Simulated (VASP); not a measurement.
# P (Cmce) in VASP: further runs

The runs below take P through single point, with PBE.

Everything below comes from runs of VASP 6.6.1. Logs are shortened: lines on timing, memory, paths and dates and some standing lists are left out, and cuts for length are marked.

**1. The cell of the first run**

Symmetry: Cmce, No. 64, orthorhombic system. The conventional cell has a = 3.295 Å, b = 10.930 Å, c = 4.544 Å, α = 90.00°, β = 90.00°, γ = 90.00°. P (site symmetry m) has 3 P at 2.20 to 2.25 Å within 2.9 Å.

**2. Single point, PBE**

The input, INCAR:

```
SYSTEM = P
ALGO     = Normal         ! electronic algorithm
EDIFF    = 1E-6           ! SCF threshold, eV
ENCUT    = 520            ! plane-wave cutoff, eV
GGA      = PE             ! functional
ISIF     = 2              ! what is computed and relaxed
ISMEAR   = 0              ! smearing method
LASPH    = .True.         ! aspherical terms in the spheres
LCHARG   = .False.        ! write CHGCAR
LREAL    = .False.        ! projectors in reciprocal space
LWAVE    = .False.        ! write WAVECAR
NBANDS   = 18             ! bands
NELM     = 100            ! most SCF steps
PREC     = Accurate       ! precision mode
SIGMA    = 0.013000000000000001 ! smearing width, eV
```

The input, KPOINTS:

```
k-points
0
Gamma
  8 8 6
  0 0 0
```

The input, POSCAR:

```
P
1.0
    1.6477431241     -5.4650377251      0.0000000000
    1.6477431241      5.4650377251      0.0000000000
    0.0000000000      0.0000000000      4.5436355900
P
4
Direct
    0.9041431300      0.0958568700      0.5888151700
    0.0958568700      0.9041431300      0.4111848300
    0.5958568700      0.4041431300      0.0888151700
    0.4041431300      0.5958568700      0.9111848300
```

Potentials or basis: VASP PAW PBE potentials, release 64 (P).

The run is started by

```sh
> cat potpaw_PBE.64/P/POTCAR > POTCAR
> mpirun -np 1 vasp_std > vasp.out
```

OUTCAR:

```text
SYSTEM = P
   EDIFF = 1E-6
   ENCUT = 520
   GGA = PE
   ISIF = 2
   ISMEAR = 0
   LASPH = .True.
   LREAL = .False.
   NELM = 100
   PREC = Accurate

 ion  position               nearest neighbor table
   1  0.904  0.096  0.589-   4 2.20   4 2.20   2 2.25
   2  0.096  0.904  0.411-   3 2.20   3 2.20   1 2.25
   3  0.596  0.404  0.089-   2 2.20   2 2.20   4 2.25
   4  0.404  0.596  0.911-   1 2.20   1 2.20   3 2.25

  LATTYP: Found a base centered orthorhombic cell.
 ALAT       =     3.2954862482
 B/A-ratio  =     3.3166806435
 C/A-ratio  =     1.3787451222

  Lattice vectors:

 A1 = (   1.6477431241,  -5.4650377251,   0.0000000000)
 A2 = (   1.6477431241,   5.4650377251,   0.0000000000)
 A3 = (   0.0000000000,   0.0000000000,   4.5436355900)

Analysis of symmetry for initial positions (statically):
=====================================================================
 Subroutine PRICEL returns:
 Original cell was already a primitive cell.

 Routine SETGRP: Setting up the symmetry group for a
 base centered orthorhombic supercell.

 Subroutine GETGRP returns: Found  8 space group operations
 (whereof  4 operations were pure point group operations)
 out of a pool of  8 trial point group operations.

The static configuration has the point symmetry C_2h.
 The point group associated with its full space group is D_2h.

Analysis of symmetry for dynamics (positions and initial velocities):
=====================================================================
 Subroutine PRICEL returns:
 Original cell was already a primitive cell.

 Routine SETGRP: Setting up the symmetry group for a
 base centered orthorhombic supercell.

 Subroutine GETGRP returns: Found  8 space group operations
 (whereof  4 operations were pure point group operations)
 out of a pool of  8 trial point group operations.

The dynamic configuration has the point symmetry C_2h.
 The point group associated with its full space group is D_2h.

 Subroutine INISYM returns: Found  8 space group operations
 (whereof  4 operations are pure point group operations),
 and found     1 'primitive' translations

----------------------------------------------------------------------------------------

                                     Primitive cell

  volume of cell :      81.8307

  direct lattice vectors                    reciprocal lattice vectors
     1.647743124 -5.465037725  0.000000000     0.303445357 -0.091490677  0.000000000
     1.647743124  5.465037725  0.000000000     0.303445357  0.091490677  0.000000000
     0.000000000  0.000000000  4.543635590     0.000000000  0.000000000  0.220088073

  length of vectors
     5.708037731  5.708037731  4.543635590     0.316937894  0.316937894  0.220088073

  position of ions in fractional coordinates (direct lattice)
     0.904143130  0.095856870  0.588815170
     0.095856870  0.904143130  0.411184830
     0.595856870  0.404143130  0.088815170
     0.404143130  0.595856870  0.911184830

  ion indices of the primitive-cell ions
   primitive index   ion index
                 1           1
                 2           2
                 3           3
                 4           4

----------------------------------------------------------------------------------------

 KPOINTS: k-points

Automatic generation of k-mesh.
 Grid dimensions read from file:
 generate k-points for:    8    8    6

 Generating k-lattice:

  Cartesian coordinates                     Fractional coordinates (reciprocal lattice)
     0.037930670 -0.011436335  0.000000000     0.125000000 -0.000000000  0.000000000
     0.037930670  0.011436335  0.000000000    -0.000000000  0.125000000  0.000000000
     0.000000000  0.000000000  0.036681345     0.000000000  0.000000000  0.166666667

  Length of vectors
     0.039617237  0.039617237  0.036681345

  Shift w.r.t. Gamma in fractional coordinates (k-lattice)
     0.000000000  0.000000000  0.000000000

 Subroutine IBZKPT returns following result:
 ===========================================

 Found     84 irreducible k-points:

 Following reciprocal coordinates:
            Coordinates               Weight
  0.000000  0.000000  0.000000      1.000000
  0.125000  0.000000  0.000000      4.000000
  0.250000  0.000000  0.000000      4.000000
  0.375000  0.000000  0.000000      4.000000
  0.500000  0.000000  0.000000      2.000000
  0.125000  0.125000  0.000000      2.000000
[... 16 lines left out ...]
  0.125000  0.000000  0.166667      8.000000
  0.250000  0.000000  0.166667      8.000000
 [... further k-points ...]
   k-points           NKPTS =     84   k-points in BZ     NKDIM =     84   number of bands    NBANDS=     18
   number of dos      NEDOS =    301   number of ions     NIONS =      4
   total plane-waves  NPLWV =  63504
   dimension x,y,z NGX =    42 NGY =   42 NGZ =   36
   dimension x,y,z NGXF=    84 NGYF=   84 NGZF=   72
   ions per type =               4
   NGX,Y,Z   is equivalent  to a cutoff of  12.23, 12.23, 13.17 a.u.
   NGXF,Y,Z  is equivalent  to a cutoff of  24.46, 24.46, 26.34 a.u.
 SYSTEM =  P
   PREC   = accura    normal or accurate (medium, high low for compatibility)
   ISTART =      0    job   : 0-new  1-cont  2-samecut
   ICHARG =      2    charge: 1-file 2-atom 10-const
   ISPIN  =      1    spin polarized calculation?
   LNONCOLLINEAR =      F non collinear calculations
   LSORBIT =      F    spin-orbit coupling
   LASPH  =      T    aspherical Exc in radial PAW
   ENCUT  =  520.0 eV  38.22 Ry    6.18 a.u.  10.61 10.61  8.45*2*pi/ulx,y,z
   NELM   =    100;   NELMIN=  2; NELMDL= -5     # of ELM steps
   EDIFF  = 0.1E-05   stopping-criterion for ELM
   LREAL  =      F    real-space projection
   EDIFFG = 0.1E-04   stopping-criterion for IOM
   NSW    =      0    number of steps for IOM
   IBRION =     -1    ionic relax: 0-MD 1-quasi-New 2-CG
   NFREE  =      0    steps in history (QN), initial steepest desc. (CG)
   ISIF   =      2    stress and relaxation
   ISYM   =      2    0-nonsym 1-usesym 2-fastsym
   POTIM  = 0.5000    time-step for ionic-motion
   TEBEG  =    0.0;   TEEND  =   0.0 temperature during run
   PSTRESS=    0.0 pullay stress
   NELECT =      20.0000    total number of electrons
   NUPDOWN=      -1.0000    fix difference up-down
   EMIN   =  10.00;   EMAX   =-10.00  energy-range for DOS
   EFERMI =   0.00;   METHOD = LEGACY
   ISMEAR =     0;   SIGMA  =   0.01  broadening in eV -4-tet -1-fermi 0-gaus
   EFERMI_NEDOS =   21; number of points for ismear=-14 and -15
   IALGO  =     38    algorithm
   IMIX   =      4    mixing-type and parameters
     AMIX     =   0.40;   BMIX     =  1.00
     AMIX_MAG =   1.60;   BMIX_MAG =  1.00
  volume/ion in A,a.u.               =      20.46       138.06
  Fermi-wavevector in a.u.,A,eV,Ry     =   1.023559  1.934246 14.254450  1.047673
  Thomas-Fermi vector in A             =   2.157299
   LORBIT       =      0    0 simple, 1 ext, 2 COOP (PROOUT), +10 PAW based schemes
   GGA     = PE    functional components
   LHFCALC =     F    Hartree Fock is set to
   AEXX    =    0.0000 exact exchange contribution
   IVDW    =     0    specifies the selected vdW correction
   LEPSILON=     F    determine dielectric tensor
   LRPA    =     F    only Hartree local field effects (RPA)
 non-spin polarized calculation
 Gauss-broadening in eV      SIGMA  =   0.01
  energy-cutoff  :      520.00
  volume of cell :       81.83
 maximum number of plane-waves:      2226
   NGX = 21   NGY = 21   NGZ = 17

 number of electron      20.0000004 magnetization

 Free energy of the ion-electron system (eV)
  ---------------------------------------------------
  ext. energy  EPLUGINS =         0.00000000
  ---------------------------------------------------
  free energy    TOTEN  =       -21.49056048 eV

  energy without entropy =      -21.49056048  energy(sigma->0) =      -21.49056048

 E-fermi :   5.9411     XC(G=0):  -9.4248

 val. band max:        5.8832448267   @ k =   0.5000   0.5000   0.0000
 cond. band min:       5.9930436026   @ k =   0.5000   0.5000   0.0000
 fundamental gap:      0.1097987759
 Fermi energy:         5.9411306019

 k-point     1 :       0.0000    0.0000    0.0000
  band No.  band energies     occupation
      1      -9.9428      2.00000
      2      -7.1974      2.00000
      3      -3.9259      2.00000
      4      -0.9005      2.00000
      5       0.9129      2.00000
      6       0.9772      2.00000
[... 10 lines left out ...]
     17      12.7795      0.00000
     18      13.2573      0.00000

 k-point     2 :       0.1250    0.0000    0.0000
  band No.  band energies     occupation
      1      -9.7508      2.00000
      2      -7.0150      2.00000
      3      -4.0105      2.00000
      4      -0.7312      2.00000
      5       0.5374      2.00000
      6       0.8945      2.00000
[... 10 lines left out ...]
     17      11.7154      0.00000
     18      12.7900      0.00000

 k-point     3 :       0.2500    0.0000    0.0000
  band No.  band energies     occupation
      1      -9.1813      2.00000
      2      -6.4684      2.00000
      3      -4.5139      2.00000
      4      -0.9370      2.00000
      5      -0.2619      2.00000
      6      -0.1321      2.00000
[... 10 lines left out ...]
     17      11.3461      0.00000
     18      12.6110      0.00000

 k-point     4 :       0.3750    0.0000    0.0000
  band No.  band energies     occupation
      1      -8.2578      2.00000
      2      -5.6648      2.00000
      3      -5.5605      2.00000
      4      -2.7214      2.00000
      5      -0.1879      2.00000
      6       0.2930      2.00000
[... 375 lines left out ...]
      4      -1.1817      2.00000
      5       0.6006      2.00000
      6       1.5286      2.00000
[... 10 lines left out ...]
     17      13.1101      0.00000
     18      13.4847      0.00000

 k-point    23 :       0.1250    0.0000    0.1667
  band No.  band energies     occupation
      1      -9.6101      2.00000
      2      -7.2494      2.00000
      3      -3.9467      2.00000
      4      -1.0913      2.00000
      5       0.5104      2.00000
      6       0.7253      2.00000
[... 10 lines left out ...]
     17      12.4643      0.00000
     18      12.9508      0.00000

 k-point    24 :       0.2500    0.0000    0.1667
  band No.  band energies     occupation
      1      -9.0447      2.00000
      2      -6.7273      2.00000
      3      -4.3186      2.00000
      4      -1.3734      2.00000
      5      -0.3920      2.00000
      6       0.0380      2.00000
[... 10 lines left out ...]
     17      11.4036      0.00000
     18      12.6728      0.00000

 [... further k-points ...]
[... 5 lines left out ...]
  --------------------------------------------------------------------------------------
  -------------------------------------------------------------------------------------
  Total        0.7735730      0.8375558      0.9563996      0.0000000      0.0000000      0.0000000
  in kB       15.1459227     16.3986525     18.7255159      0.0000000      0.0000000      0.0000000
  external PRESSURE =      16.7566971 kB  Pullay stress =       0.0000000 kB

 VOLUME and BASIS-vectors are now :
 -----------------------------------------------------------------------------
  energy-cutoff  :      520.00
  volume of cell :       81.83
      direct lattice vectors                 reciprocal lattice vectors
     1.647743124 -5.465037725  0.000000000     0.303445357 -0.091490677  0.000000000
     1.647743124  5.465037725  0.000000000     0.303445357  0.091490677  0.000000000
     0.000000000  0.000000000  4.543635590     0.000000000  0.000000000  0.220088073

 POSITION                                       TOTAL-FORCE (eV/Angst)
 -----------------------------------------------------------------------------------
      1.64774     -4.41731      2.67536         0.000000      0.127939     -0.256673
      1.64774      4.41731      1.86827         0.000000     -0.127939      0.256673
      1.64774     -1.04772      0.40354         0.000000     -0.127939     -0.256673
      1.64774      1.04772      4.14009         0.000000      0.127939      0.256673
 -----------------------------------------------------------------------------------
    total drift:                               -0.000000     -0.000000     -0.000000

  FREE ENERGIE OF THE ION-ELECTRON SYSTEM (eV)
  ---------------------------------------------------
  free  energy   TOTEN  =       -21.4905604832 eV

  energy  without entropy=      -21.4905604832  energy(sigma->0) =      -21.49056048
```

Wall time 81 s (1 thread of Intel Xeon Platinum 8488C (Sapphire Rapids), shared host); peak memory 0.26 GiB.

What came out:

* Free energy: -21.4906 eV
* Pressure: 1.7 GPa
* Largest force: 0.287 eV/Å
* Band gap on the k mesh: 0.11 eV, direct

Forces on the atoms (eV/Å):
```
P    0.000  0.128 -0.257
P    0.000 -0.128  0.257
P    0.000 -0.128 -0.257
P    0.000  0.128  0.257
```

**3. Single point, PBE**

The input, INCAR:

```
  ALGO = Normal
  EDIFF = 1E-6
  ENCUT = 520
  GGA = PE
  ISIF = 2
  ISMEAR = 0
  LASPH = T
  LCHARG = F
  LREAL = F
  LWAVE = F
  NBANDS = 18
  NELM = 80
  PREC = Accurate
  SIGMA = 0.018000000000000002
```

The input, KPOINTS:

```
k-points
0
Gamma
  8 8 6
```

POSCAR is that of step 2.

Potentials or basis: VASP PAW PBE potentials, release 64 (P).

The run is started by

```sh
> cat potpaw_PBE.64/P/POTCAR > POTCAR
> mpirun -np 1 vasp_std > vasp.out
```

It took 91 s on 1 thread of Intel Xeon Platinum 8488C (Sapphire Rapids), shared host; peak memory 0.26 GiB.

Results (log left out):

- Free energy: -21.4906 eV
- Pressure: 1.7 GPa
- Largest force: 0.287 eV/Å
- Band gap on the k mesh: 0.11 eV, direct

Forces in eV/Å, atoms in the order of the input:
```
P    0.000  0.128 -0.257
P    0.000 -0.128  0.257
P    0.000 -0.128 -0.257
P    0.000  0.128  0.257
```

Stress tensor (GPa, compression positive):
```
1.51 0.00 0.00
0.00 1.64 0.00
0.00 0.00 1.87
```

Levels at points of the mesh, in eV from the valence-band top:
```tsv
k point	band 6	band 7	band 8	band 9	band 10	band 11	band 12	band 13	band 14	band 15
(0.00, 0.00, 0.00)	-4.91	-4.08	-2.79	-2.59	-1.23	0.56	1.00	1.89	2.81	5.37
(0.50, 0.00, 0.00)	-5.60	-3.41	-3.41	-2.67	-2.67	0.65	0.65	1.47	1.47	3.30
(0.50, 0.50, 0.00)	-5.52	-4.17	-2.43	-1.60	0.00	0.11	0.77	2.10	2.70	5.11
(0.00, 0.00, 0.50)	-4.41	-3.29	-3.29	-1.68	-1.68	1.42	1.42	2.88	2.88	4.55
(0.50, 0.00, 0.50)	-5.68	-5.33	-5.33	-1.83	-1.83	1.65	1.65	3.41	3.41	4.94
(0.50, 0.50, 0.50)	-3.32	-2.80	-2.80	-1.99	-1.99	1.40	1.40	2.56	2.56	3.13
```

A k mesh can miss the band edges.

**4. Single point, PBE**

The input, INCAR:

```
SYSTEM = P
  PREC = Accurate
  ENCUT = 520
  EDIFF = 1E-7
  ISMEAR = 0
  SIGMA = 0.019000000000000003
  LREAL = .False.
  LASPH = .True.
  NELM = 60
  ALGO = Normal
  ISIF = 2
  LWAVE = .False.
  LCHARG = .True.
  GGA = PE
  LELF = .True.
  LVHAR = .True.
  NBANDS = 18
```

The input, KPOINTS:

```
Automatic mesh
0
Gamma
  8 8 6
  0 0 0
```

POSCAR is that of step 3.

The run is started by

```sh
> cat potpaw_PBE.64/P/POTCAR > POTCAR
> mpirun -np 1 vasp_std > vasp.out
```

It took 89 s on 1 thread of Intel Xeon Platinum 8488C (Sapphire Rapids), shared host; peak memory 0.27 GiB.

Results (log left out):

```
Free energy            : -21.4906 eV
Pressure               : 1.7 GPa
Largest force          : 0.287 eV/Å
Band gap on the k mesh : 0.11 eV, direct
```

Forces on the atoms (eV/Å):
```
P    0.000  0.128 -0.257
P    0.000 -0.128  0.257
P    0.000 -0.128 -0.257
P    0.000  0.128  0.257
```

Stress tensor (GPa, compression positive):
```
1.51 0.00 0.00
0.00 1.64 0.00
0.00 0.00 1.87
```

Levels at points of the mesh, in eV from the valence-band top:
```tsv
k point	band 7	band 8	band 9	band 10	band 11	band 12	band 13	band 14
(0.00, 0.00, 0.00)	-4.08	-2.79	-2.59	-1.23	0.56	1.00	1.89	2.81
(0.50, 0.00, 0.00)	-3.41	-3.41	-2.67	-2.67	0.65	0.65	1.47	1.47
(0.50, 0.50, 0.00)	-4.17	-2.43	-1.60	0.00	0.11	0.77	2.10	2.70
(0.00, 0.00, 0.50)	-3.29	-3.29	-1.68	-1.68	1.42	1.42	2.88	2.88
(0.50, 0.00, 0.50)	-5.33	-5.33	-1.83	-1.83	1.65	1.65	3.41	3.41
(0.50, 0.50, 0.50)	-2.80	-2.80	-1.99	-1.99	1.40	1.40	2.56	2.56
```

**5. Single point, PBE**

The input, INCAR:

```
ALGO = Normal ; EDIFF = 1E-6
ENCUT = 520 ; GGA = PE
ISIF = 2 ; ISMEAR = 0
LASPH = T ; LCHARG = T
LELF = T ; LREAL = F
LVHAR = T ; LWAVE = F
NBANDS = 18 ; NELM = 80
PREC = Accurate ; SIGMA = 0.024
```

The input, KPOINTS:

```
k-points
0
Gamma
  8 8 6
```

POSCAR is that of step 4.

The run is started by

```sh
> cat potpaw_PBE.64/P/POTCAR > POTCAR
> mpirun -np 1 vasp_std > vasp.out
```

It took 87 s on 1 thread of Intel Xeon Platinum 8488C (Sapphire Rapids), shared host; peak memory 0.26 GiB.

It converged, with:

* Free energy: -21.4906 eV
* Pressure: 1.7 GPa
* Largest force: 0.287 eV/Å
* Band gap on the k mesh: 0.11 eV, direct

Forces in eV/Å, atoms in the order of the input:
```
P    0.000  0.128 -0.257
P    0.000 -0.128  0.257
P    0.000 -0.128 -0.257
P    0.000  0.128  0.257
```

Stress tensor (GPa, compression positive):
```
1.51 0.00 0.00
0.00 1.64 0.00
0.00 0.00 1.87
```

Levels at points of the mesh, in eV from the valence-band top:
```
           k point  band 7  band 8  band 9  band 10  band 11  band 12  band 13  band 14
(0.00, 0.00, 0.00)   -4.08   -2.79   -2.59    -1.23     0.56     1.00     1.89     2.81
(0.50, 0.00, 0.00)   -3.41   -3.41   -2.67    -2.67     0.65     0.65     1.47     1.47
(0.50, 0.50, 0.00)   -4.17   -2.43   -1.60     0.00     0.11     0.77     2.10     2.70
(0.00, 0.00, 0.50)   -3.29   -3.29   -1.68    -1.68     1.42     1.42     2.88     2.88
(0.50, 0.00, 0.50)   -5.33   -5.33   -1.83    -1.83     1.65     1.65     3.41     3.41
(0.50, 0.50, 0.50)   -2.80   -2.80   -1.99    -1.99     1.40     1.40     2.56     2.56
```

A k mesh can miss the band edges.

**6. Summary**

```tsv
smearing	gap on the mesh (eV)	pressure (GPa)	largest force (eV/Å)
gaussian 0.013 eV	0.11	1.7	0.29
gaussian 0.018 eV	0.11	1.7	0.29
gaussian 0.019 eV	0.11	1.7	0.29
gaussian 0.024 eV	0.11	1.7	0.29
```

Alike in all rows: task single point; level PBE; potentials or basis VASP PAW PBE potentials, release 64 (P); no spin polarisation; cell as given; k mesh 8 × 8 × 6; cutoff (eV) 520.

On the cell as given the gap runs from 0.11 eV (PBE) to 0.11 eV (PBE).

Total energies depend on the potentials used, so only differences within one code and one set of settings carry meaning.
